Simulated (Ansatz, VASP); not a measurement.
# One calculation of InSe, two programs

```
In Se
1.0
     4.10329    0.00000    0.00000
    -2.05165    3.55356    0.00000
     0.00000    0.00000   17.15279
In Se
4 4
Cartesian
  0.0000 2.3690 2.8811
  2.0516 1.1845 11.4575
  0.0000 2.3690 5.6953
  2.0516 1.1845 14.2717
  0.0000 2.3690 10.2024
  2.0516 1.1845 1.6260
  0.0000 2.3690 15.5268
  2.0516 1.1845 6.9504
```

Change from the starting cell: volume scaled by 1.04, ions relaxed.

Alike in both runs: functional PBE; k mesh 13 × 13 × 3; occupations fermi-dirac, width 0.05 eV; no spin polarisation.

Ansatz relaxed the structure, and its values are those at the end. VASP's run is a single point on that final structure, the one shown.

|  | VASP | Ansatz |
| --- | --- | --- |
| version | VASP 6.6.1 | Ansatz 0.2.0 |
| potentials or method | VASP PAW PBE potentials, release 64 (In_d, Se) | plane-wave PAW, scalar-relativistic |
| plane-wave cutoff (eV) | 520 | 420 |
| valence electrons in the cell | 76 | 116 |

```tsv
	VASP	Ansatz	Ansatz less VASP
pressure (GPa)	0.3	0.3	-0.03
rms of the force components (eV/Å)	0.007	0.001	-0.0062
```

The functional is the same, so the differences come from potentials, cutoffs and numerics. VASP's potentials hold 76 valence electrons a cell and Ansatz's 116, so a difference there can come from the potentials and not from the codes. Ansatz's warnings: stress scf threshold loose.
